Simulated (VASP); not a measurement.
## YN: electric field gradients with PBE

Crystal: YN.

```xyz
2
Lattice="0.0000 2.4626 2.4626 2.4626 0.0000 2.4626 2.4626 2.4626 0.0000" Properties=species:S:1:pos:R:3 pbc="T T T"
Y     0.0000    0.0000    0.0000
N     2.4626    2.4626    2.4626
```

```json
{
  "Program": "VASP 6.6.1",
  "Task": "electric field gradients",
  "Functional": "PBE",
  "Potentials or basis": "VASP PAW PBE potentials, release 64 (Y_sv, N)",
  "Cutoff": "520 eV",
  "k mesh": "9 × 9 × 9",
  "Occupations": "fermi-dirac, width 0.03 eV",
  "Spin": "no spin polarisation",
  "Dipole correction": "no",
  "Further INCAR settings": "ALGO = Normal; EDIFF = 1e-08; NBANDS = 15"
}
```

* Pressure: -2.0 GPa
* Band gap on the k mesh: 0.28 eV (least direct gap 0.71 eV)
* Largest electric field gradient by atom: zero within the noise of the run

Levels at points of the mesh, in eV from the valence-band top:
```tsv
k point	band 4	band 5	band 6	band 7	band 8	band 9	band 10	band 11	band 12	band 13
(0.00, 0.00, 0.00)	-20.59	-12.86	0.00	0.00	0.00	3.10	3.10	3.10	3.95	5.03
```

Run time: 35 s on 1 thread of Intel(R) Xeon(R) Platinum 8488C (Sapphire Rapids), with other jobs on the host, peak memory 0.18 GiB.

Caveat: an odd mesh through Γ misses points on the zone boundary, where band edges can lie.
